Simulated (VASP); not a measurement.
# Cs: relaxation of cell and atoms with PBE

Crystal: Cs.

```
CELL_PARAMETERS angstrom
-3.12847 3.12847 3.12847
3.12847 -3.12847 3.12847
3.12847 3.12847 -3.12847
ATOMIC_POSITIONS crystal
Cs 0.00000 0.00000 0.00000
```

```json
{
 "Program": "VASP 6.6.1",
 "Task": "relaxation of cell and atoms",
 "Functional": "PBE",
 "Potentials or basis": "VASP PAW PBE potentials, release 64 (Cs_sv)",
 "Cutoff": "600 eV",
 "k mesh": "6 × 6 × 6",
 "Occupations": "fermi-dirac, width 0.05 eV",
 "Spin": "no spin polarisation",
 "Dipole correction": "no",
 "Further INCAR settings": "ALGO = Normal; EDIFF = 1e-06; IBRION = 2; EDIFFG = -0.01; NSW = 80; ISIF = 3"
}
```

```
Relaxed volume                        : 117.20 Å³/atom
Relaxed cell                          : a = 5.340 Å, b = 5.340 Å, c = 5.340 Å, α = 109.47°, β = 109.47°, γ = 109.47°
Space group after relaxing (to 0.1 Å) : Im-3m (No. 229)
Energy gained by relaxing             : 1.3 meV/atom
Ionic steps                           : 4
Pressure after relaxing               : 0.0 GPa
Band gap on the k mesh                : zero (an odd number of electrons rules out a gap without spin polarisation)
```

Step by step:
```csv
step,energy change (eV),largest force (eV/Å),pressure (GPa),volume (Å³)
1,0.0000,0.0000,-0.08,122.48
2,-0.0005,0.0000,-0.06,121.43
3,-0.0012,0.0000,-0.02,118.33
4,-0.0013,0.0000,0.00,117.20
```

Final structure:
```
Cs
1.0
    -3.08289    3.08289    3.08289
     3.08289   -3.08289    3.08289
     3.08289    3.08289   -3.08289
Cs
1
Direct
  0.00000 0.00000 0.00000
```

Levels at points of the mesh, in eV from the Fermi level:
| k point | band 2 | band 3 | band 4 | band 5 | band 6 | band 7 |
| --- | --- | --- | --- | --- | --- | --- |
| (0.00, 0.00, 0.00) | -10.62 | -10.62 | -10.62 | -1.67 | 2.47 | 2.47 |
| (0.50, 0.00, 0.00) | -10.75 | -10.66 | -10.62 | 0.04 | 0.85 | 1.64 |
| (0.50, 0.50, 0.50) | -10.71 | -10.71 | -10.71 | 0.66 | 0.66 | 2.96 |

Run time: 33 s on 1 thread of Intel(R) Xeon(R) 6975P-C (Granite Rapids) (shared host), peak memory 0.32 GiB.

Caveat: spin-orbit coupling is left out, which moves the levels of the heavy elements.
